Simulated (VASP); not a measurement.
# HfB2 (P6/mmm) in VASP: further runs, part 2 of 2

VASP 6.6.1. Earlier steps stand in the parts before.

### Step 3. Single point, r2SCAN

POSCAR reads:

```
HfB2
1.0
    3.1400000000      0.0000000000      0.0000000000
   -1.5700000000      2.7193197679      0.0000000000
    0.0000000000      0.0000000000      3.4800000000
Hf B
1 2
Direct
    0.0000000000      0.0000000000      0.0000000000
    0.3333333333      0.6666666667      0.5000000000
    0.6666666667      0.3333333333      0.5000000000
```

INCAR.step1 reads:

```
SYSTEM = HfB2
PREC = Accurate
ENCUT = 520
ISMEAR = 1
SIGMA = 0.1
LREAL = .False.
LASPH = .True.
NELM = 60
NBANDS = 15
GGA = PE
ALGO = Normal
EDIFF = 1E-4
LWAVE = .True.
LCHARG = .False.
```

INCAR.step2 reads:

```
SYSTEM = HfB2
PREC = Accurate
ENCUT = 520
EDIFF = 1E-6
ISMEAR = 1
SIGMA = 0.1
LREAL = .False.
LASPH = .True.
NELM = 60
ALGO = Normal
ISIF = 2
LWAVE = .False.
LCHARG = .True.
METAGGA = R2SCAN
LMIXTAU = .True.
LELF = .True.
LVHAR = .True.
NBANDS = 15
ISTART = 1
```

KPOINTS reads:

```
Automatic mesh
0
Gamma
  4 4 3
  0 0 0
```

Potentials or basis: VASP PAW PBE potentials, release 64 (Hf_pv, B).

Launch:

```
$ cat potpaw_PBE.64/Hf_pv/POTCAR potpaw_PBE.64/B/POTCAR > POTCAR
$ cp INCAR.step1 INCAR
$ mpirun -np 1 vasp_std > vasp.out
$ cp INCAR.step2 INCAR
$ mpirun -np 1 vasp_std > vasp.out
```

OUTCAR:

```text
SYSTEM = HfB2
   PREC = Accurate
   ENCUT = 520
   EDIFF = 1E-6
   ISMEAR = 1
   LREAL = .False.
   LASPH = .True.
   NELM = 60
   ISIF = 2
   METAGGA = R2SCAN
   ISTART = 1

 ion  position               nearest neighbor table
   1  0.000  0.000  0.000-   2 2.51   3 2.51   2 2.51   3 2.51   3 2.51   3 2.51   2 2.51   2 2.51
                             3 2.51   3 2.51   2 2.51   2 2.51
   2  0.333  0.667  0.500-   3 1.81   3 1.81   3 1.81   1 2.51   1 2.51   1 2.51   1 2.51   1 2.51
                             1 2.51
   3  0.667  0.333  0.500-   2 1.81   2 1.81   2 1.81   1 2.51   1 2.51   1 2.51   1 2.51   1 2.51
                             1 2.51

  LATTYP: Found a hexagonal cell.
 ALAT       =     3.1400000000
 C/A-ratio  =     1.1082802548

  Lattice vectors:

 A1 = (   3.1400000000,   0.0000000000,   0.0000000000)
 A2 = (  -1.5700000000,   2.7193197679,   0.0000000000)
 A3 = (   0.0000000000,   0.0000000000,   3.4800000000)

Analysis of symmetry for initial positions (statically):
=====================================================================
 Subroutine PRICEL returns:
 Original cell was already a primitive cell.

 Routine SETGRP: Setting up the symmetry group for a
 hexagonal supercell.

 Subroutine GETGRP returns: Found 24 space group operations
 (whereof 24 operations were pure point group operations)
 out of a pool of 24 trial point group operations.

The static configuration has the point symmetry D_6h.

Analysis of symmetry for dynamics (positions and initial velocities):
=====================================================================
 Subroutine PRICEL returns:
 Original cell was already a primitive cell.

 Routine SETGRP: Setting up the symmetry group for a
 hexagonal supercell.

 Subroutine GETGRP returns: Found 24 space group operations
 (whereof 24 operations were pure point group operations)
 out of a pool of 24 trial point group operations.

The dynamic configuration has the point symmetry D_6h.

 Subroutine INISYM returns: Found 24 space group operations
 (whereof 24 operations are pure point group operations),
 and found     1 'primitive' translations

----------------------------------------------------------------------------------------

                                     Primitive cell

  volume of cell :      29.7146

  direct lattice vectors                    reciprocal lattice vectors
     3.140000000  0.000000000  0.000000000     0.318471338  0.183869512  0.000000000
    -1.570000000  2.719319768  0.000000000     0.000000000  0.367739025  0.000000000
     0.000000000  0.000000000  3.480000000     0.000000000  0.000000000  0.287356322

  length of vectors
     3.140000000  3.140000000  3.480000000     0.367739025  0.367739025  0.287356322

  position of ions in fractional coordinates (direct lattice)
     0.000000000  0.000000000  0.000000000
     0.333333333  0.666666667  0.500000000
     0.666666667  0.333333333  0.500000000

  ion indices of the primitive-cell ions
   primitive index   ion index
                 1           1
                 2           2
                 3           3

----------------------------------------------------------------------------------------

 KPOINTS: Automatic mesh

[... 33 lines left out ...]
   number of dos      NEDOS =    301   number of ions     NIONS =      3
   total plane-waves  NPLWV =  16128
   dimension x,y,z NGX =    24 NGY =   24 NGZ =   28
   dimension x,y,z NGXF=    48 NGYF=   48 NGZF=   56
   ions per type =               1   2
   NGX,Y,Z   is equivalent  to a cutoff of  12.71, 12.71, 13.38 a.u.
   NGXF,Y,Z  is equivalent  to a cutoff of  25.41, 25.41, 26.75 a.u.
 SYSTEM =  HfB2
   PREC   = accura    normal or accurate (medium, high low for compatibility)
   ISTART =      1    job   : 0-new  1-cont  2-samecut
   ICHARG =      0    charge: 1-file 2-atom 10-const
   ISPIN  =      1    spin polarized calculation?
   LNONCOLLINEAR =      F non collinear calculations
   LSORBIT =      F    spin-orbit coupling
   LASPH  =      T    aspherical Exc in radial PAW
   ENCUT  =  520.0 eV  38.22 Ry    6.18 a.u.   5.84  5.84  6.47*2*pi/ulx,y,z
   NELM   =     60;   NELMIN=  2; NELMDL=  0     # of ELM steps
   EDIFF  = 0.1E-05   stopping-criterion for ELM
   LREAL  =      F    real-space projection
   EDIFFG = 0.1E-04   stopping-criterion for IOM
   NSW    =      0    number of steps for IOM
   IBRION =     -1    ionic relax: 0-MD 1-quasi-New 2-CG
   NFREE  =      0    steps in history (QN), initial steepest desc. (CG)
   ISIF   =      2    stress and relaxation
   ISYM   =      2    0-nonsym 1-usesym 2-fastsym
   POTIM  = 0.5000    time-step for ionic-motion
   TEBEG  =    0.0;   TEEND  =   0.0 temperature during run
   PSTRESS=    0.0 pullay stress
   NELECT =      16.0000    total number of electrons
   NUPDOWN=      -1.0000    fix difference up-down
   EMIN   =  10.00;   EMAX   =-10.00  energy-range for DOS
   EFERMI =   0.00;   METHOD = LEGACY
   ISMEAR =     1;   SIGMA  =   0.10  broadening in eV -4-tet -1-fermi 0-gaus
   EFERMI_NEDOS =   21; number of points for ismear=-14 and -15
   IALGO  =     38    algorithm
   IMIX   =      4    mixing-type and parameters
     AMIX     =   0.40;   BMIX     =  1.00
     AMIX_MAG =   1.60;   BMIX_MAG =  1.00
  volume/ion in A,a.u.               =       9.90        66.84
  Fermi-wavevector in a.u.,A,eV,Ry     =   1.331860  2.516850 24.134693  1.773850
  Thomas-Fermi vector in A             =   2.460838
   LORBIT       =      0    0 simple, 1 ext, 2 COOP (PROOUT), +10 PAW based schemes
   METAGGA = R2SCAN    functional components
   LHFCALC =     F    Hartree Fock is set to
   AEXX    =    0.0000 exact exchange contribution
   IVDW    =     0    specifies the selected vdW correction
   LEPSILON=     F    determine dielectric tensor
   LRPA    =     F    only Hartree local field effects (RPA)
 non-spin polarized calculation
 Methfessel and Paxton  Order N= 1 SIGMA  =   0.10
  energy-cutoff  :      520.00
  volume of cell :       29.71
 maximum number of plane-waves:       816
 NGX is ok and might be reduce to    24
   NGX = 11   NGY = 11   NGZ = 13

 number of electron      15.9999998 magnetization

 Free energy of the ion-electron system (eV)
  ---------------------------------------------------
  ext. energy  EPLUGINS =         0.00000000
  ---------------------------------------------------
  free energy    TOTEN  =       -63.03794361 eV

  energy without entropy =      -63.03483231  energy(sigma->0) =      -63.03690651

 E-fermi :   8.1562     XC(G=0): -13.5392

 val. band max:        6.9065929162   @ k =   0.2500   0.2500   0.0000
 cond. band min:       8.1763198384   @ k =   0.2500   0.2500   0.0000
 fundamental gap:      1.2697269222
 Fermi energy:         8.1561797171

 k-point     1 :       0.0000    0.0000    0.0000
  band No.  band energies     occupation
      1     -24.1855      2.00000
      2     -23.6815      2.00000
      3     -23.6815      2.00000
      4      -6.9387      2.00000
      5       4.6239      2.00000
      6       4.6575      2.00000
      7       4.6827      2.00000
      8       4.6827      2.00000
      9      11.9175      0.00000
     10      11.9175      0.00000
     11      12.6617      0.00000
     12      12.6617      0.00000
     13      12.8425      0.00000
     14      12.9031      0.00000
[... 113 lines left out ...]
      2     -24.2234      2.00000
      3     -23.9911      2.00000
      4      -3.1716      2.00000
      5      -0.3682      2.00000
      6       1.5480      2.00000
      7       3.6838      2.00000
      8       4.7429      2.00000
      9      10.8788      0.00000
     10      13.1733      0.00000
     11      13.5655      0.00000
     12      14.4188      0.00000
     13      15.2225      0.00000
     14      16.6276      0.00000
     15      17.9937      0.00000

------------------------ aborting loop because EDIFF is reached ----------------------------------------

  FORCE on cell =-STRESS in cart. coord.  units (eV):
  Direction    XX          YY          ZZ          XY          YZ          ZX
  --------------------------------------------------------------------------------------
  -------------------------------------------------------------------------------------
  Total       -0.2467534     -0.2467534     -0.1025904     -0.0000000      0.0000000      0.0000000
  in kB      -13.3046864    -13.3046864     -5.5315663     -0.0000000      0.0000000      0.0000000
  external PRESSURE =     -10.7136464 kB  Pullay stress =       0.0000000 kB

 VOLUME and BASIS-vectors are now :
 -----------------------------------------------------------------------------
  energy-cutoff  :      520.00
  volume of cell :       29.71
      direct lattice vectors                 reciprocal lattice vectors
     3.140000000  0.000000000  0.000000000     0.318471338  0.183869512  0.000000000
    -1.570000000  2.719319768  0.000000000     0.000000000  0.367739025  0.000000000
     0.000000000  0.000000000  3.480000000     0.000000000  0.000000000  0.287356322

 POSITION                                       TOTAL-FORCE (eV/Angst)
 -----------------------------------------------------------------------------------
      0.00000      0.00000      0.00000         0.000000      0.000000      0.000000
     -0.00000      1.81288      1.74000        -0.000000      0.000000     -0.000000
      1.57000      0.90644      1.74000         0.000000     -0.000000      0.000000
 -----------------------------------------------------------------------------------
    total drift:                               -0.000000      0.000000     -0.000000

  FREE ENERGIE OF THE ION-ELECTRON SYSTEM (eV)
  ---------------------------------------------------
  free  energy   TOTEN  =       -63.0379436109 eV

  energy  without entropy=      -63.0348323061  energy(sigma->0) =      -63.03690651
```

It took 23 s on 1 thread of Intel Xeon 6455B, shared host; peak memory 0.15 GiB.

Results:

```
Free energy            : -63.0379 eV
Pressure               : -1.1 GPa
Band gap on the k mesh : zero (band 8 reaches 8.54 eV, above the bottom of band 9 at 8.18 eV)
```

Caveat: the k points lie up to 0.60 Å⁻¹ apart; the PAW data sets were made with another functional, which shifts forces and pressure a little; spin-orbit coupling is left out, which moves the levels of the heavy elements.
